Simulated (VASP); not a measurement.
A run of VASP 6.6.1 is set up as follows.

INCAR

```
PREC = Accurate
ENCUT = 600
EDIFF = 1E-6
ISMEAR = 0
SIGMA = 0.02
LREAL = False
LASPH = True
NELM = 80
ALGO = Normal
ISIF = 3
LWAVE = False
LCHARG = False
GGA = PE
IBRION = 2
NSW = 70
EDIFFG = -0.008
PSTRESS = -30.0
```

KPOINTS

```
regular mesh
0
Gamma
  12 12 6
```

POSCAR

```
ZnO
1.0
    3.3106621072      0.0000000000      0.0000000000
   -1.6553310536      2.8671174882      0.0000000000
    0.0000000000      0.0000000000      5.3437079757
Zn O
2 2
Direct
    0.6666666667      0.3333333333      0.5006044111
    0.3333333333      0.6666666667      0.0006044111
    0.6666666667      0.3333333333      0.8797055889
    0.3333333333      0.6666666667      0.3797055889
```

Potentials or basis: VASP PAW PBE potentials, release 64 (Zn, O).

Run with:

```sh
$ cat potpaw_PBE.64/Zn/POTCAR potpaw_PBE.64/O/POTCAR > POTCAR
$ mpirun -np 1 vasp_std > vasp.out
```

(1) What does it give for the band gap on the k mesh?

(2) What does it give for the space group after relaxing (to 0.1 Å)?

Results:

(1) 0.68 eV.

(2) P6_3mc (No. 186).

Caveat: the cell is relaxed towards a set pressure, so the run minimises the enthalpy, not the energy.
